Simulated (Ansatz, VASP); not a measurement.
Two plane-wave programs on GaCo

```
Ga Co
1.0
     2.80960    0.00000    0.00000
     0.00000    2.80960    0.00000
     0.00000    0.00000    2.80960
Ga Co
1 1
Cartesian
  1.4048 1.4048 1.4048
  0.0000 0.0000 0.0000
```

Alike in both runs: functional LDA; k mesh 14 × 14 × 14; occupations gaussian, width 0.1 eV; collinear spin.

Ansatz relaxed the structure, and its values are those at the end. VASP's run is a single point on that final structure, the one shown.

|  | VASP | Ansatz |
| --- | --- | --- |
| version | VASP 6.6.1 | Ansatz 0.2.0 |
| potentials or method | VASP PAW LDA potentials, release 64 (Ga_d, Co), cutoff 520 eV | scalar-relativistic, plane waves, PAW |
| valence electrons in the cell | 22 | 30 |

```tsv
	VASP	Ansatz	Ansatz less VASP
gap on the k mesh at the Fermi level (eV)	none	none	-
pressure (GPa)	0.6	0.0	-0.57
net moment per atom (μB)	0.00	0.00	0.000
```

LDA's correlation is that of Perdew and Zunger in VASP and of Perdew and Wang (1992) in Ansatz. A gap of «none» marks a metal or a gap that the smearing closes. VASP's potentials hold 22 valence electrons a cell and Ansatz's 30, so a difference there can come from the potentials and not from the codes. Ansatz's warnings: seeded moment not kept.
